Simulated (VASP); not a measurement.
SnTe, 2 atoms in the cell. The structure is tetragonal, space group I4/mmm (No. 139). The conventional cell has a = 5.153 Å, b = 5.153 Å, c = 4.737 Å, α = 90.00°, β = 90.00°, γ = 90.00°. Within 3.1 Å of Sn (site symmetry 4/mmm) lie 2 Te at 2.37 Å. Te (site symmetry 4/mmm) has 2 Sn at 2.37 Å within 3.1 Å.  This cell differs from its parent crystal: ratio of the length along z to the lengths across it x 0.65, volume and fractional coordinates fixed.

* Program: VASP 6.6.1
* Task: single point
* Functional: PBEsol
* Potentials or basis: VASP PAW PBE potentials, release 64 (Sn_d, Te)
* Cutoff: 520 eV
* k mesh: 10 × 10 × 10
* Occupations: gaussian, width 0.03 eV
* Spin: no spin polarisation
* Dipole correction: no
* Further INCAR settings: ALGO = Normal; EDIFF = 1e-06; NBANDS = 17

Potentials or basis: VASP PAW PBE potentials, release 64 (Sn_d, Te).

Command:

```bash
$ cat potpaw_PBE.64/Sn_d/POTCAR potpaw_PBE.64/Te/POTCAR > POTCAR
$ mpirun -np 1 vasp_std > vasp.out
```

Hardware: 1 thread of Intel(R) Xeon(R) Platinum 8488C (Sapphire Rapids), with other jobs on the host.

Problem. Estimate the wall time of this run.

Solution. Wall time 94 s on 1 thread of Intel(R) Xeon(R) Platinum 8488C (Sapphire Rapids), on a shared host, peak memory 0.27 GiB. Counts: scf iterations 13, k points 102.
